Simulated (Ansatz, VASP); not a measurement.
**One calculation of Cd4Te3O, two programs**

```xyz
8
Lattice="-3.1316 3.1316 6.1264 3.1316 -3.1316 6.1264 3.1316 3.1316 -6.1264" Properties=species:S:1:pos:R:3 pbc="T T T"
Cd    1.2962    1.2962   -1.3237
Cd    1.8354    1.8354    4.8027
Cd    1.8354   -1.8354    7.4502
Cd   -1.8354    1.8354    7.4502
Te    3.1316    0.0000    3.0632
Te    0.0000    3.1316    3.0632
Te    0.0000    0.0000    6.1264
O     0.0000    0.0000    0.0000
```

Alike in both runs: functional PBE; k mesh 8 × 8 × 8; occupations gaussian, width 0.1 eV; no spin polarisation.

Ansatz relaxed the structure, and its values are those at the end. VASP's run is a single point on that final structure, the one shown.

|  | VASP | Ansatz |
| --- | --- | --- |
| version | VASP 6.6.1 | Ansatz 0.2.0 |
| potentials or method | VASP PAW PBE potentials, release 64 (Cd, Te, O), cutoff 520 eV | scalar-relativistic, plane waves, PAW |
| valence electrons in the cell | 72 | 134 |

```tsv
	VASP	Ansatz	Ansatz less VASP
gap on the k mesh at the Fermi level (eV)	none	none	-
pressure (GPa)	0.2	0.0	-0.23
rms of the force components (eV/Å)	0.018	0.002	-0.0160
```

A gap of «none» marks a metal or a gap that the smearing closes. With one functional, cell and mesh, what is left measures potentials, basis and numerics. VASP's potentials hold 72 valence electrons a cell and Ansatz's 134, so a difference there can come from the potentials and not from the codes.

Neither program's run includes spin-orbit coupling.
